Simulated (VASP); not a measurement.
**SnSe: single point with PBE**

System: SnSe, a slab with vacuum.

```
CELL_PARAMETERS angstrom
4.31509 0.00000 0.00000
0.00000 4.31509 0.00000
0.00000 0.00000 10.74992
ATOMIC_POSITIONS crystal
Sn 0.50000 0.00000 0.37363
Sn 0.00000 0.50000 0.62637
Se 0.50000 0.00000 0.62638
Se 0.00000 0.50000 0.37362
```

| Quantity | Value |
| --- | --- |
| Program | VASP 6.6.1 |
| Task | single point |
| Functional | PBE |
| Potentials or basis | VASP PAW PBE potentials, release 64 (Sn_d, Se) |
| Cutoff | 520 eV |
| k mesh | 6 × 6 × 3 |
| Occupations | fermi-dirac, width 0.02 eV |
| Spin | no spin polarisation |

| Quantity | Value |
| --- | --- |
| Largest force | 0.015 eV/Å |
| Band gap on the k mesh | 1.52 eV (least direct gap 1.57 eV) |

Forces in eV/Å, atoms in the order of the input:
```
Sn   0.000  0.000 -0.012
Sn   0.000  0.000  0.012
Se   0.000  0.000  0.015
Se   0.000  0.000 -0.015
```

Levels at points of the mesh, in eV from the valence-band top:
```tsv
k point	band 18	band 19	band 20	band 21	band 22	band 23
(0.00, 0.00, 0.00)	-1.65	-1.65	-0.46	1.88	3.75	3.90
(0.50, 0.00, 0.00)	-1.41	-0.05	-0.05	1.52	1.52	2.10
(0.50, 0.50, 0.00)	-3.11	-1.61	-1.61	3.65	3.65	4.75
```

Wall time 84 s on 1 thread of Intel(R) Xeon(R) Platinum 8488C (Sapphire Rapids) (shared host), peak memory 0.31 GiB.

Caveat: there is no dipole correction, which matters where the two faces differ; spin-orbit coupling is left out, which moves the levels of the heavy elements.
